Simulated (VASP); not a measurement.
Write the native input for VASP 6.6.1 that does the following.

```yaml
Task: single point
Functional: LDA
Potentials_or_basis: VASP PAW LDA potentials, release 64 (Al, As)
Cutoff: 500 eV
k_mesh: 8 × 8 × 8
Occupations: gaussian, width 0.02 eV
Spin: no spin polarisation
Dipole_correction: no
Further_INCAR_settings: ALGO = Normal; EDIFF = 1e-06; NBANDS = 11
```

The structure of AlAs lies in POSCAR:

```
AlAs
1.0
    0.0000000000      2.8143768904      2.8143768904
    2.8143768904      0.0000000000      2.8143768904
    2.8143768904      2.8143768904      0.0000000000
Al As
1 1
Direct
    0.0000000000      0.0000000000      0.0000000000
    0.2500000000      0.2500000000      0.2500000000
```

One way to write it, as run:

INCAR

```
PREC = Accurate
ENCUT = 500
EDIFF = 1E-6
ISMEAR = 0
SIGMA = 0.02
LREAL = False
LASPH = True
NELM = 120
ALGO = Normal
ISIF = 2
LWAVE = False
LCHARG = False
GGA = CA
NBANDS = 11
GGA_COMPAT = False
```

KPOINTS

```
Automatic mesh
0
Gamma
  8 8 8
```

Potentials or basis: VASP PAW LDA potentials, release 64 (Al, As).

Launch:

```sh
$ cat potpaw_LDA.64/Al/POTCAR potpaw_LDA.64/As/POTCAR > POTCAR
$ mpirun -np 1 vasp_std > vasp.out
```

Results of the run:

```
Pressure               : 0.4 GPa
Band gap on the k mesh : 1.31 eV (least direct gap 2.02 eV)
```

Run time: 13 s on 1 thread of Intel Xeon 8259CL, with other jobs on the host, peak memory 0.15 GiB.
